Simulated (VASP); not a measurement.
# ZnO (P6_3mc) in VASP: notebook, part 2 of 2

VASP 6.6.1.

### Step 3. Single point, PBE

This run uses another cell than the first one, of 11.81 Å³/atom, 1.026 times its volume.

INCAR reads:

```
SYSTEM = ZnO
ALGO = Normal
EDIFF = 1E-6
ENCUT = 520
GGA = PE
ISIF = 2
ISMEAR = -1
LASPH = .True.
LCHARG = .False.
LREAL = .False.
LWAVE = .False.
NBANDS = 26
NELM = 60
PREC = Accurate
SIGMA = 0.02
```

KPOINTS reads:

```
k-points
0
Gamma
  12 12 6
  0 0 0
```

POSCAR reads:

```
ZnO
1.0
    3.2353408614      0.0000000000      0.0000000000
   -1.6176704307      2.8018873759      0.0000000000
    0.0000000000      0.0000000000      5.2109518227
Zn O
2 2
Direct
    0.3333333333      0.6666666667     -0.0023477534
    0.6666666667      0.3333333333      0.4976522466
    0.3333333333      0.6666666667      0.3773477534
    0.6666666667      0.3333333333      0.8773477534
```

Potentials or basis: VASP PAW PBE potentials, release 64 (Zn, O).

Command:

```console
$ cat potpaw_PBE.64/Zn/POTCAR potpaw_PBE.64/O/POTCAR > POTCAR
$ mpirun -np 1 vasp_std > vasp.out
```

OUTCAR:

```text
SYSTEM = ZnO
   EDIFF = 1E-6
   ENCUT = 520
   GGA = PE
   ISIF = 2
   ISMEAR = -1
   LASPH = .True.
   LREAL = .False.
   NELM = 60
   PREC = Accurate

 ion  position               nearest neighbor table
   1  0.333  0.667  0.998-   4 1.97   4 1.97   4 1.97   3 1.98
   2  0.667  0.333  0.498-   3 1.97   3 1.97   3 1.97   4 1.98
   3  0.333  0.667  0.377-   2 1.97   2 1.97   2 1.97   1 1.98
   4  0.667  0.333  0.877-   1 1.97   1 1.97   1 1.97   2 1.98

  LATTYP: Found a hexagonal cell.
 ALAT       =     3.2353408614
 C/A-ratio  =     1.6106345655

  Lattice vectors:

 A1 = (   3.2353408614,   0.0000000000,   0.0000000000)
 A2 = (  -1.6176704307,   2.8018873759,   0.0000000000)
 A3 = (   0.0000000000,   0.0000000000,   5.2109518227)

Analysis of symmetry for initial positions (statically):
=====================================================================
 Subroutine PRICEL returns:
 Original cell was already a primitive cell.

 Routine SETGRP: Setting up the symmetry group for a
 hexagonal supercell.

 Subroutine GETGRP returns: Found 12 space group operations
 (whereof  6 operations were pure point group operations)
 out of a pool of 24 trial point group operations.
[... 163 lines left out ...]
  ---------------------------------------------------
  free energy    TOTEN  =       -17.80855323 eV

  energy without entropy =      -17.80855323  energy(sigma->0) =      -17.80855323

 E-fermi :   1.6837     XC(G=0): -10.9525

 val. band max:        1.2767082695   @ k =   0.0000   0.0000   0.0000
 cond. band min:       2.0702983536   @ k =   0.0000   0.0000   0.0000
 fundamental gap:      0.7935900841
 Fermi energy:         1.6836533767

 k-point     1 :       0.0000    0.0000    0.0000
  band No.  band energies     occupation
      1     -16.8802      2.00000
      2     -16.1464      2.00000
      3      -4.4618      2.00000
      4      -4.4618      2.00000
      5      -4.4234      2.00000
      6      -4.4081      2.00000
[... 685 lines left out ...]
     25      14.7561      0.00000
     26      15.3579      0.00000

 [... further k-points ...]
[... 5 lines left out ...]
  --------------------------------------------------------------------------------------
  -------------------------------------------------------------------------------------
  Total        2.1134094      2.1134094      2.1478875      0.0000000      0.0000000     -0.0000000
  in kB       71.6813940     71.6813940     72.8508010      0.0000000      0.0000000     -0.0000000
  external PRESSURE =      72.0711964 kB  Pullay stress =       0.0000000 kB

 VOLUME and BASIS-vectors are now :
 -----------------------------------------------------------------------------
  energy-cutoff  :      520.00
  volume of cell :       47.24
      direct lattice vectors                 reciprocal lattice vectors
     3.235340861  0.000000000  0.000000000     0.309086443  0.178451141  0.000000000
    -1.617670431  2.801887376  0.000000000     0.000000000  0.356902283  0.000000000
     0.000000000  0.000000000  5.210951823     0.000000000  0.000000000  0.191903521

 POSITION                                       TOTAL-FORCE (eV/Angst)
 -----------------------------------------------------------------------------------
     -0.00000      1.86792      5.19872        -0.000000      0.000000      0.003190
      1.61767      0.93396      2.59324         0.000000     -0.000000      0.003190
     -0.00000      1.86792      1.96634         0.000000     -0.000000     -0.003190
      1.61767      0.93396      4.57182        -0.000000      0.000000     -0.003190
 -----------------------------------------------------------------------------------
    total drift:                                0.000001      0.000001     -0.004315

  FREE ENERGIE OF THE ION-ELECTRON SYSTEM (eV)
  ---------------------------------------------------
  free  energy   TOTEN  =       -17.8085532330 eV

  energy  without entropy=      -17.8085532330  energy(sigma->0) =      -17.80855323
```

stdout:

```text
POSCAR found type information on POSCAR ZnO
 POSCAR found :  2 types and       4 ions
 scaLAPACK will be used
 LDA part: xc-table for (Slater+PW92), standard interpolation
 POSCAR, INCAR and KPOINTS ok, starting setup
 FFT: planning ... GRIDC
 FFT: planning ... GRID_SOFT
 FFT: planning ... GRID
 WAVECAR not read
 entering main loop
```

It took 39 s on 1 thread of Intel Xeon Platinum 8488C (Sapphire Rapids), shared host; peak memory 0.2 GiB.

What came out:

```yaml
Free_energy: -17.8086 eV
Pressure: 7.2 GPa
Largest_force: 0.003 eV/Å
Band_gap_on_the_k_mesh: 0.79 eV, direct
```

Forces on the atoms (eV/Å):
```
Zn   0.000  0.000  0.003
Zn   0.000  0.000  0.003
O    0.000  0.000 -0.003
O    0.000  0.000 -0.003
```

Stress tensor (GPa, compression positive):
```
7.17 0.00 0.00
0.00 7.17 0.00
0.00 0.00 7.29
```

PBE gaps usually lie below the measured ones, often by a third to a half.

### Step 4. Single point, PBE (strain +2.5%)

INCAR reads:

```
ALGO = Normal
EDIFF = 1E-6
ENCUT = 520
GGA = PE
ISIF = 2
ISMEAR = -1
LASPH = True
LCHARG = False
LREAL = False
LWAVE = False
NBANDS = 26
NELM = 60
PREC = Accurate
SIGMA = 0.02
```

KPOINTS reads:

```
k-points
0
Gamma
  12 12 6
```

POSCAR reads:

```
ZnO
1.0
    3.3162243829      0.0000000000      0.0000000000
   -1.6581121915      2.8719345603      0.0000000000
    0.0000000000      0.0000000000      5.3412256183
Zn O
2 2
Direct
    0.3333333333      0.6666666667     -0.0023477534
    0.6666666667      0.3333333333      0.4976522466
    0.3333333333      0.6666666667      0.3773477534
    0.6666666667      0.3333333333      0.8773477534
```

Command:

```console
$ cat potpaw_PBE.64/Zn/POTCAR potpaw_PBE.64/O/POTCAR > POTCAR
$ mpirun -np 1 vasp_std > vasp.out
```

Run time: 61 s. Hardware: 1 thread of Intel Xeon Platinum 8488C (Sapphire Rapids), shared host; peak memory 0.22 GiB.

The run converged. Its results:

```yaml
Free_energy: -17.8516 eV
Pressure: -3.0 GPa
Largest_force: 0.004 eV/Å
Band_gap_on_the_k_mesh: 0.68 eV, direct
```

Forces in eV/Å, atoms in the order of the input:
```
Zn   0.000  0.000  0.004
Zn   0.000  0.000  0.004
O    0.000  0.000 -0.004
O    0.000  0.000 -0.004
```

Stress tensor (GPa, compression positive):
```
-3.04  0.00  0.00
 0.00 -3.04  0.00
 0.00  0.00 -2.82
```

Levels at points of the mesh, in eV from the valence-band top:
| k point | band 15 | band 16 | band 17 | band 18 | band 19 | band 20 | band 21 | band 22 |
| --- | --- | --- | --- | --- | --- | --- | --- | --- |
| (0.00, 0.00, 0.00) | -0.72 | -0.07 | 0.00 | 0.00 | 0.68 | 4.97 | 7.98 | 12.55 |
| (0.50, 0.00, 0.00) | -2.63 | -2.05 | -1.18 | -0.76 | 5.49 | 6.78 | 7.50 | 8.04 |
| (0.00, 0.00, 0.50) | -0.35 | -0.35 | -0.35 | -0.35 | 3.29 | 3.29 | 9.80 | 9.80 |
| (0.50, 0.00, 0.50) | -1.37 | -1.37 | -1.25 | -1.25 | 5.58 | 5.58 | 8.05 | 8.05 |

Caveat: the cell differs from its parent crystal (strain +2.5%).

### Step 5. Summary

```tsv
cell	gap on the mesh (eV)	pressure (GPa)
a = 3.235, b = 3.235, c = 5.081 Å, angles 90.0, 90.0, 120.0°, 4 atoms	0.86	11.3
a = 3.235, b = 3.235, c = 5.211 Å, angles 90.0, 90.0, 120.0°, 4 atoms	0.79	7.2
a = 3.316, b = 3.316, c = 5.341 Å, angles 90.0, 90.0, 120.0°, 4 atoms	0.68	-3.0
```

Alike in all rows: task single point; level PBE; potentials or basis VASP PAW PBE potentials, release 64 (Zn, O); no spin polarisation; k mesh 12 × 12 × 6; cutoff (eV) 520; smearing fermi-dirac 0.02 eV.

Absolute energies hang on the potentials; compare differences alone.
